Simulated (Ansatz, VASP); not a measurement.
# AlN in VASP and in Ansatz

File INCAR:

```
SYSTEM = AlN
PREC     = Accurate       ! precision mode
ENCUT    = 600            ! plane-wave cutoff, eV
EDIFF    = 1E-6           ! SCF threshold, eV
ISMEAR   = 0              ! smearing method
SIGMA    = 0.05           ! smearing width, eV
LREAL    = .FALSE.        ! projectors in reciprocal space
LASPH    = .TRUE.         ! aspherical terms in the spheres
NELM     = 120            ! most SCF steps
ALGO     = Normal         ! electronic algorithm
ISIF     = 2              ! what is computed and relaxed
LWAVE    = .FALSE.        ! write WAVECAR
LCHARG   = .FALSE.        ! write CHGCAR
GGA      = CA             ! functional
NBANDS   = 11             ! bands
GGA_COMPAT= .FALSE.
```

Contents of KPOINTS:

```
regular mesh
0
G
  10 10 10
  0 0 0
```

POSCAR

```
AlN
1.0
    0.0000000000      1.9836550500      2.0345180000
    1.9836550500      0.0000000000      2.0345180000
    1.9836550500      1.9836550500      0.0000000000
Al N
1 1
Direct
    0.5000000000      0.5000000000      0.5000000000
    0.0000000000      0.0000000000      0.0000000000
```

Input for Ansatz:

```yaml
crystal:
  lattice:
    - [0.0, 1.98365505, 2.034518]
    - [1.98365505, 0.0, 2.034518]
    - [1.98365505, 1.98365505, 0.0]
  atoms:
    - { symbol: Al, position: [0.5, 0.5, 0.5] }
    - { symbol: "N", position: [0.0, 0.0, 0.0] }
basis:
  ecutwfc: 420
kpoints:
  mp_grid: { grid: [10, 10, 10] }
hamiltonian:
  xc: lda
scf:
  occupations: { method: gaussian, width: 0.05 }
output:
  forces: true
  stress: true
  eigenvalues: true
```

Change from the starting cell: strain -0.025 along x and y, +0.000 along z, atoms carried along.

Alike in both runs: task single point; functional LDA; k mesh 10 × 10 × 10; occupations gaussian, width 0.05 eV; no spin polarisation.

|  | VASP | Ansatz |
| --- | --- | --- |
| version | VASP 6.6.1 | Ansatz 0.2.0 |
| potentials or method | VASP PAW LDA potentials, release 64 (Al, N), cutoff 600 eV | scalar-relativistic, plane waves, PAW |
| valence electrons in the cell | 8 | 8 |

```tsv
	VASP	Ansatz	Ansatz less VASP
gap on the k mesh at the Fermi level (eV)	4.58	4.59	+0.014
least direct gap on the mesh (eV)	6.11	6.09	-0.021
pressure (GPa)	3.0	2.4	-0.55
traceless stress, the component that is largest in VASP (GPa)	-5.38	-5.22	+0.156
```

LDA's correlation is that of Perdew and Zunger in VASP and of Perdew and Wang (1992) in Ansatz.
